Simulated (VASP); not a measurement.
# Ga4AsN3: single point with PBE

Crystal: Ga4AsN3.

```
N As Ga
1.0
     5.60785    0.00000    0.02188
     0.00000    3.39753    0.00000
     0.02320    0.00000    6.00174
N As Ga
3 1 4
Direct
  0.99468 0.00000 0.31894
  0.00241 0.50000 0.84879
  0.49356 0.50000 0.16917
  0.51079 0.00000 0.65682
  0.35237 0.00000 0.29475
  0.35037 0.50000 0.87658
  0.86013 0.50000 0.16719
  0.93569 0.00000 0.66776
```

* Program: VASP 6.6.1
* Task: single point
* Functional: PBE
* Potentials or basis: VASP PAW PBE potentials, release 64 (N, As, Ga_d)
* Cutoff: 520 eV
* k mesh: 4 × 8 × 4
* Occupations: fermi-dirac, width 0.02 eV
* Spin: no spin polarisation

```json
{"Pressure": "0.3 GPa", "Largest force": "0.020 eV/Å", "Band gap on the k mesh": "zero (bands 36 and 37 overlap by 0.35 eV)"}
```

Forces in eV/Å, atoms in the order of the input:
```
N    0.001  0.000 -0.004
N    0.007  0.000  0.006
N   -0.006  0.000 -0.010
As   0.012  0.000 -0.010
Ga  -0.004  0.000 -0.002
Ga  -0.013  0.000  0.016
Ga  -0.001  0.000  0.001
Ga   0.004  0.000  0.002
```

Levels at points of the mesh, in eV from the Fermi level:
```csv
k point,band 33,band 34,band 35,band 36,band 37,band 38,band 39,band 40
"(0.00, 0.00, 0.00)",-2.74,-1.93,-1.51,-1.27,0.18,0.65,1.88,3.14
"(0.50, 0.00, 0.00)",-2.95,-2.84,-1.55,-0.03,0.48,0.98,1.27,3.45
"(0.00, 0.50, 0.00)",-4.03,-3.75,-3.54,-3.12,2.47,2.68,2.88,3.21
"(0.50, 0.50, 0.00)",-4.02,-3.52,-3.50,-2.04,2.11,2.45,2.48,3.38
"(0.00, 0.00, 0.50)",-2.99,-2.84,-2.12,-0.03,0.97,1.17,2.50,3.47
"(0.50, 0.00, 0.50)",-3.50,-3.32,-2.94,-0.31,1.54,1.63,2.67,3.20
"(0.00, 0.50, 0.50)",-4.06,-3.61,-2.86,-2.06,0.96,1.63,2.15,2.89
"(0.50, 0.50, 0.50)",-3.92,-3.25,-2.47,-2.40,0.97,1.02,1.36,2.27
```

Run time: 4.9 min on 1 thread of Intel(R) Xeon(R) Platinum 8259CL CPU @ 2.50GHz (Skylake/Cascade Lake) (shared host), peak memory 0.36 GiB.

Caveat: semilocal functionals underestimate gaps, and a narrow one can read as zero.
